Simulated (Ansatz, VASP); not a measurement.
Sb: VASP beside Ansatz

POSCAR

```
Sb
1.0
    3.2832084000      0.0000000000      0.0000000000
    0.0000000000      3.2832084000      0.0000000000
    0.0000000000      0.0000000000      3.2832084000
Sb
1
Direct
    0.0000000000      0.0000000000      0.0000000000
```

File INCAR.step1:

```
SYSTEM = Sb
ALGO = Normal
EDIFF = 1E-4
ENCUT = 520
GGA = PE
ISMEAR = 0
LASPH = .TRUE.
LCHARG = .FALSE.
LREAL = .FALSE.
LWAVE = .TRUE.
NBANDS = 8
NELM = 80
PREC = Accurate
SIGMA = 0.1
```

The input INCAR.step2:

```
SYSTEM = Sb
ALGO = Normal
EDIFF = 1E-6
ENCUT = 520
ISIF = 2
ISMEAR = 0
ISTART = 1
LASPH = .TRUE.
LCHARG = .TRUE.
LELF = .TRUE.
LMIXTAU = .TRUE.
LREAL = .FALSE.
LVHAR = .TRUE.
LWAVE = .FALSE.
METAGGA = R2SCAN
NBANDS = 8
NELM = 80
PREC = Accurate
SIGMA = 0.1
```

KPOINTS

```
k-points
0
G
  14 14 14
  0 0 0
```

Input for Ansatz:

```yaml
crystal:
  lattice:
    - [3.2832084, 0.0, 0.0]
    - [0.0, 3.2832084, 0.0]
    - [0.0, 0.0, 3.2832084]
  atoms:
    - { symbol: Sb, position: [0.0, 0.0, 0.0] }
basis:
  ecutwfc: 500
kpoints:
  mp_grid: { grid: [14, 14, 14] }
hamiltonian:
  xc: r2scan
scf:
  occupations: { method: gaussian, width: 0.1 }
output:
  forces: true
  stress: true
  eigenvalues: true
```

Alike in both runs: task single point; functional r2SCAN; k mesh 14 × 14 × 14; occupations gaussian, width 0.1 eV; no spin polarisation.

|  | VASP | Ansatz |
| --- | --- | --- |
| version | VASP 6.6.1 | Ansatz 0.2.0 |
| potentials or method | VASP PAW PBE potentials, release 64 (Sb), cutoff 520 eV | scalar-relativistic, plane waves, PAW |
| valence electrons in the cell | 5 | 15 |

```tsv
	VASP	Ansatz	Ansatz less VASP
gap on the k mesh at the Fermi level (eV)	none	none	-
pressure (GPa)	-7.3	-7.3	+0.05
```

VASP's potentials were made for PBE, not for r2SCAN. A gap of «none» marks a metal or a gap that the smearing closes. VASP's potentials hold 5 valence electrons a cell and Ansatz's 15, so a difference there can come from the potentials and not from the codes.

Spin-orbit coupling is off throughout.
